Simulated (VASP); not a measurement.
Ta3N: single point with PBEsol

Ta3N:

```
CELL_PARAMETERS angstrom
3.00050 0.00000 0.00000
-1.50025 2.59851 0.00000
0.00000 0.00000 6.85393
ATOMIC_POSITIONS crystal
Ta 0.00000 0.00000 0.50000
Ta 0.33333 0.66667 0.17259
Ta 0.66667 0.33333 0.82741
N 0.00000 0.00000 0.00000
```

This cell differs from its parent crystal: strain +0.000 along x and y, -0.080 along z.

```json
{"Program": "VASP 6.6.1", "Task": "single point", "Functional": "PBEsol", "Potentials or basis": "VASP PAW PBE potentials, release 64 (Ta_pv, N)", "Cutoff": "520 eV", "k mesh": "18 × 18 × 8", "Occupations": "gaussian, width 0.15 eV", "Spin": "no spin polarisation"}
```

| Item | Value |
| --- | --- |
| Pressure | 27.4 GPa |
| Largest force | 0.210 eV/Å |
| Band gap on the k mesh | zero (bands 19 and 20 overlap by 1.03 eV) |

Forces on the atoms (eV/Å):
```
Ta   0.000  0.000  0.000
Ta   0.000  0.000  0.210
Ta   0.000  0.000 -0.210
N    0.000  0.000  0.000
```

Stress tensor (GPa, compression positive):
```
22.94  0.00  0.00
 0.00 22.94  0.00
 0.00  0.00 36.41
```

Levels at points of the mesh, in eV from the Fermi level:
```tsv
k point	band 17	band 18	band 19	band 20	band 21	band 22
(0.00, 0.00, 0.00)	-1.13	-0.68	-0.10	-0.10	0.41	1.38
(0.50, 0.00, 0.00)	-1.24	-0.35	0.27	0.98	1.15	3.20
(0.00, 0.00, 0.50)	-0.87	-0.69	-0.69	0.31	0.31	1.19
(0.50, 0.00, 0.50)	-1.37	-1.07	0.45	0.78	1.88	2.67
```

Run time: 3.1 min on 1 thread of Intel(R) Xeon(R) Platinum 8488C (Sapphire Rapids), with other jobs on the host, peak memory 0.42 GiB.

Caveat: the cell differs from its parent crystal (strain +0.000 along x and y, -0.080 along z); the stress differs along the axes, from 23 to 36 GPa; the PAW data sets were made with another functional, which shifts forces and pressure a little; spin-orbit coupling is left out, which moves the levels of the heavy elements.
